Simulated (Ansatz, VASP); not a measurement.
# One calculation of Si2As, two programs

```
CELL_PARAMETERS angstrom
2.15003 1.24132 3.47742
-2.15003 1.24132 3.47742
0.00000 -2.48264 3.47742
ATOMIC_POSITIONS crystal
Si 0.87344 0.87344 0.87344
Si 0.62286 0.62286 0.62286
As 0.12485 0.12485 0.12485
```

Alike in both runs: functional PBE; k mesh 6 × 6 × 6; occupations gaussian, width 0.2 eV; no spin polarisation.

Ansatz relaxed the structure, and its values are those at the end. VASP's run is a single point on that final structure, the one shown.

```csv
,VASP,Ansatz
version,VASP 6.6.1,Ansatz 0.2.0
potentials or method,"VASP PAW PBE potentials, release 64 (Si, As), cutoff 500 eV","scalar-relativistic, plane waves, PAW"
valence electrons in the cell,13,23
```

```tsv
	VASP	Ansatz	Ansatz less VASP
gap on the k mesh at the Fermi level (eV)	none	none	-
pressure (GPa)	-0.2	-0.3	-0.06
rms of the force components (eV/Å)	0.008	0.008	0.0000
```

A gap of «none» marks a metal or a gap that the smearing closes. The functional is the same, so the differences come from potentials, cutoffs and numerics. VASP's potentials hold 13 valence electrons a cell and Ansatz's 23, so a difference there can come from the potentials and not from the codes.
